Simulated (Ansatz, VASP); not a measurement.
**Tl: VASP beside Ansatz**

INCAR

```
SYSTEM = Tl
PREC = Accurate
ENCUT = 600
EDIFF = 1E-7
ISMEAR = -1
SIGMA = 0.1
LREAL = .FALSE.
LASPH = .TRUE.
NELM = 80
ALGO = Normal
ISIF = 3
LWAVE = .FALSE.
LCHARG = .FALSE.
GGA = PS
IBRION = 2
NSW = 60
EDIFFG = -0.005
```

The input KPOINTS:

```
regular mesh
0
G
  10 10 10
  0 0 0
```

File POSCAR:

```
Tl
1.0
    0.0000000000      3.2940357529      3.2940357529
    3.2940357529      0.0000000000      3.2940357529
    3.2940357529      3.2940357529      0.0000000000
Tl
2
Direct
   -0.1250000000     -0.1250000000     -0.1250000000
    0.1250000000      0.1250000000      0.1250000000
```

Input for Ansatz:

```yaml
crystal:
  lattice:
    - [0.0, 3.2940357529, 3.2940357529]
    - [3.2940357529, 0.0, 3.2940357529]
    - [3.2940357529, 3.2940357529, 0.0]
  atoms:
    - { symbol: Tl, position: [-0.125, -0.125, -0.125] }
    - { symbol: Tl, position: [0.125, 0.125, 0.125] }
kpoints:
  mp_grid: { grid: [10, 10, 10] }
scf:
  occupations: { method: fermi_dirac, width: 0.1 }
hamiltonian:
  xc: pbesol
  pseudopotentials: { kind: paw }
output:
  forces: true
  stress: true
relax:
  f_tol: 0.005
  max_steps: 40
  cell: {}
```

Alike in both runs: task relaxation of cell and atoms; functional PBEsol; k mesh 10 × 10 × 10; occupations fermi-dirac, width 0.1 eV; no spin polarisation.

```csv
,VASP,Ansatz
version,VASP 6.6.1,Ansatz 0.2.0
potentials or method,"VASP PAW PBE potentials, release 64 (Tl_d)","PAW with Ansatz's default frozen-core files, scalar-relativistic"
plane-wave cutoff (eV),600,420
valence electrons in the cell,26,26
```

|  | VASP | Ansatz | Ansatz less VASP |
| --- | --- | --- | --- |
| relaxed volume (Å³/atom) | 40.59 | 40.67 | +0.079 |
| relaxed length of the cell vector where the two differ most in proportion (Å) | 4.860 | 4.863 | +0.0032 |

VASP's potentials were made for PBE, not for PBEsol.

Neither program's run includes spin-orbit coupling.
